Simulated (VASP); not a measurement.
Wanted: the native input for a VASP 6.6.1 run.

- Task: single point
- Functional: PBE
- Potentials or basis: VASP PAW PBE potentials, release 64 (Ni)
- Cutoff: 600 eV
- k mesh: 26 × 26 × 26
- Occupations: fermi-dirac, width 0.05 eV
- Spin: collinear spin, ferromagnetic start
- Starting moments: [0.585] μB
- Dipole correction: no
- Further INCAR settings: ALGO = Normal; EDIFF = 1e-06; NBANDS = 15

The structure of Ni lies in POSCAR:

```
Ni
1.0
   -1.4003306342      1.4003306342      1.4003306342
    1.4003306342     -1.4003306342      1.4003306342
    1.4003306342      1.4003306342     -1.4003306342
Ni
1
Direct
    0.0000000000      0.0000000000      0.0000000000
```

The input as run:

INCAR

```
SYSTEM = Ni
PREC = Accurate
ENCUT = 600
EDIFF = 1E-6
ISMEAR = -1
SIGMA = 0.05
LREAL = .FALSE.
LASPH = .TRUE.
NELM = 200
ALGO = Normal
ISIF = 2
LWAVE = .FALSE.
LCHARG = .FALSE.
ISPIN = 2
MAGMOM = 0.585
LORBIT = 11
LMAXMIX = 4
GGA = PE
NBANDS = 15
GGA_COMPAT = .FALSE.
```

KPOINTS

```
Automatic mesh
0
G
  26 26 26
  0 0 0
```

Potentials or basis: VASP PAW PBE potentials, release 64 (Ni).

Launch:

```bash
$ cat potpaw_PBE.64/Ni/POTCAR > POTCAR
$ mpirun -np 1 vasp_std > vasp.out
```

It gave:

| Item | Value |
| --- | --- |
| Pressure | -0.1 GPa |
| Net moment | 0.55 μB per cell |
| Site moments | Ni +0.56 μB |
| Valence electrons inside the program's atomic spheres | Ni 9.30 |

Wall time 2.3 min on 1 thread of Intel(R) Xeon(R) Platinum 8375C CPU @ 2.90GHz (Ice Lake) (shared host), peak memory 0.25 GiB.
